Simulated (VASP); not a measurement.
A run of VASP 6.6.1 is set up as follows.

File INCAR:

```
  ALGO = Normal
  EDIFF = 1E-6
  ENCUT = 500
  GGA = PS
  GGA_COMPAT = F
  ISIF = 2
  ISMEAR = 0
  LASPH = T
  LCHARG = F
  LREAL = F
  LWAVE = F
  NBANDS = 26
  NELM = 120
  PREC = Accurate
  SIGMA = 0.02
```

Contents of KPOINTS:

```
k-points
0
Gamma
  9 9 6
```

The input POSCAR:

```
SiGe
1.0
    3.8420878787      0.0000000000      0.0000000000
   -1.9210439394      3.3273457065      0.0000000000
    0.0000000000      0.0000000000      6.4658533828
Si Ge
2 2
Direct
    0.3333333333      0.6666666667      0.0012601284
    0.6666666667      0.3333333333      0.5012601284
    0.3333333333      0.6666666667      0.3727398716
    0.6666666667      0.3333333333      0.8727398716
```

Potentials or basis: VASP PAW PBE potentials, release 64 (Si, Ge_d).

Command:

```bash
$ cat potpaw_PBE.64/Si/POTCAR potpaw_PBE.64/Ge_d/POTCAR > POTCAR
$ mpirun -np 1 vasp_std > vasp.out
```

(1) Estimate the pressure.

(2) Estimate the band gap on the k mesh.

Answers

(1) 2.2 GPa.

(2) 0.32 eV (least direct gap 0.66 eV).

Caveat: the cell differs from its parent crystal (strained cell); the PAW data sets were made with another functional, which shifts forces and pressure a little; an odd mesh through Γ misses points on the zone boundary, where band edges can lie.
